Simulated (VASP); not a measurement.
Set up this calculation in VASP 6.6.1, as the native input.

```yaml
Task: electric field gradients
Functional: LDA
Potentials_or_basis: VASP PAW LDA potentials, release 64 (Hg, Te)
Cutoff: 400 eV
k_mesh: 10 × 10 × 10
Occupations: fermi-dirac, width 0.08 eV
Spin: no spin polarisation
Dipole_correction: no
Further_INCAR_settings: ALGO = Normal; EDIFF = 1e-08; NBANDS = 16
```

The structure of HgTe lies in POSCAR:

```
HgTe
1.0
    0.0000000000      2.9787988607      2.9787988607
    2.9787988607      0.0000000000      2.9787988607
    2.9787988607      2.9787988607      0.0000000000
Hg Te
1 1
Direct
    0.0000000000      0.0000000000      0.0000000000
    0.5000000000      0.5000000000      0.5000000000
```

The input as run:

INCAR

```
SYSTEM = HgTe
PREC = Accurate
ENCUT = 400
EDIFF = 1E-8
ISMEAR = -1
SIGMA = 0.08
LREAL = .FALSE.
LASPH = .TRUE.
NELM = 120
ALGO = Normal
ISIF = 2
LWAVE = .FALSE.
LCHARG = .FALSE.
LEFG = .TRUE.
NBANDS = 16
GGA_COMPAT = .FALSE.
```

KPOINTS

```
regular mesh
0
G
  10 10 10
  0 0 0
```

Potentials or basis: VASP PAW LDA potentials, release 64 (Hg, Te).

Launch:

```sh
$ cat potpaw_LDA.64/Hg/POTCAR potpaw_LDA.64/Te/POTCAR > POTCAR
$ mpirun -np 1 vasp_std > vasp.out
```

Results of the run:

```json
{
  "Pressure": "-0.1 GPa",
  "Band gap on the k mesh": "zero (bands 9 and 10 overlap by 2.92 eV)",
  "Largest electric field gradient by atom": "zero within the noise of the run"
}
```

Caveat: spin-orbit coupling is left out, which moves the levels of the heavy elements.

Wall time 37 s on 1 thread of Intel Xeon 8259CL (shared host), peak memory 0.15 GiB.
